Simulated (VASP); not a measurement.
**Ti: single point with PBEsol**

Crystal: Ti.

```
Ti
1.0
     0.00000    2.00744    2.00744
     2.00744    0.00000    2.00744
     2.00744    2.00744    0.00000
Ti
1
Direct
  0.00000 0.00000 0.00000
```

This cell differs from its parent crystal: volume scaled by 0.97.

```yaml
Program: VASP 6.6.1
Task: single point
Functional: PBEsol
Potentials_or_basis: VASP PAW PBE potentials, release 64 (Ti_sv)
Cutoff: 520 eV
k_mesh: 18 × 18 × 18
Occupations: gaussian, width 0.1 eV
Spin: no spin polarisation
Dipole_correction: no
Further_INCAR_settings: ALGO = Normal; EDIFF = 1e-06; NBANDS = 12
```

```
Pressure               : 3.3 GPa
Band gap on the k mesh : zero (band 6 reaches 9.78 eV, above the bottom of band 7 at 8.39 eV)
```

Levels at points of the mesh, in eV from the Fermi level:
```csv
k point,band 2,band 3,band 4,band 5,band 6,band 7,band 8,band 9,band 10,band 11
"(0.00, 0.00, 0.00)",-32.22,-32.22,-32.22,-6.26,0.92,0.92,0.92,2.71,2.71,15.66
"(0.50, 0.00, 0.00)",-33.08,-32.33,-32.33,-2.76,0.77,0.77,0.83,3.91,3.91,8.94
"(0.50, 0.50, 0.00)",-33.02,-32.52,-32.52,-2.85,-1.92,3.18,3.89,4.22,4.22,11.41
```

Run time: 88 s on 1 thread of AMD EPYC 7R13, with other jobs on the host, peak memory 0.13 GiB.

Caveat: the PAW data sets were made with another functional, which shifts forces and pressure a little.
